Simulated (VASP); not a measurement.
Runs of VASP 6.6.1 on ZnCu. The structure is that of space group R-3m (No. 166), or close to it. The cells are those of the table. 

```tsv
cell	further INCAR settings	gap on the mesh (eV)	pressure (GPa)
a = 3.049 Å, angles 107.6°, 2 atoms	ALGO = Fast; EDIFF = 1e-06; NBANDS = 18	none	(a)
a = 2.877 Å, angles 97.0°, 2 atoms	ALGO = Fast; EDIFF = 1e-07; NBANDS = 18	none	29.3
a = 3.384 Å, angles 55.6°, 2 atoms	ALGO = Fast; EDIFF = 1e-06; NBANDS = 18	none	(b)
a = 3.002 Å, angles 102.9°, 2 atoms	ALGO = Fast; EDIFF = 1e-06; NBANDS = 18	none	57.9
a = 3.107 Å, angles 64.4°, 2 atoms	ALGO = Fast; EDIFF = 1e-06; NBANDS = 18	none	42.4
```

Alike in all rows: task single point; level PBE; potentials or basis VASP PAW PBE potentials, release 64 (Zn, Cu); no spin polarisation; k mesh 16 × 16 × 16; cutoff (eV) 520; smearing gaussian 0.15 eV.

Estimate the missing entries.

(a) 166.3; (b) 28.9.

A gap of «none» marks levels without a gap at the run's occupations.
